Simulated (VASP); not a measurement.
The system is Ge.

```xyz
4
Lattice="3.9976 0.0000 0.0000 -1.9988 3.4620 0.0000 0.0000 0.0000 6.5994" Properties=species:S:1:pos:R:3 pbc="T T T"
Ge    1.9988    1.1540    0.4151
Ge    0.0000    2.3080    3.7148
Ge    1.9988    1.1540    2.8846
Ge    0.0000    2.3080    6.1843
```

- Program: VASP 6.6.1
- Task: relaxation of cell and atoms
- Functional: PBE
- Potentials or basis: VASP PAW PBE potentials, release 64 (Ge_d)
- Cutoff: 600 eV
- k mesh: 12 × 12 × 6
- Occupations: gaussian, width 0.01 eV
- Spin: no spin polarisation

At the start: pressure 2.8 GPa; volume 22.83 Å³/atom.

**Question.** How do energy, volume and symmetry change on relaxing?

**Answer.** Over 6 steps the energy falls by 8.8 meV/atom and the volume is 23.83 Å³/atom (+4.4 %); space group P6_3/mmc (No. 194, to 0.05 Å).

The path:
| step | energy change (eV) | largest force (eV/Å) | pressure (GPa) | volume (Å³) |
| --- | --- | --- | --- | --- |
| 1 | 0.0000 | 0.0087 | 2.84 | 91.33 |
| 2 | -0.0320 | 0.0224 | -0.84 | 96.78 |
| 3 | -0.0354 | 0.0143 | -0.10 | 95.44 |
| 4 | -0.0353 | 0.0137 | 0.19 | 95.29 |
| 5 | -0.0353 | 0.0038 | 0.04 | 95.32 |
| 6 | -0.0354 | 0.0001 | 0.01 | 95.33 |

Final structure:
```
Ge
1.0
     4.05602    0.00000    0.00000
    -2.02801    3.51262    0.00000
     0.00000    0.00000    6.69102
Ge
4
Direct
  0.66667 0.33333 0.06281
  0.33333 0.66667 0.56281
  0.66667 0.33333 0.43719
  0.33333 0.66667 0.93719
```
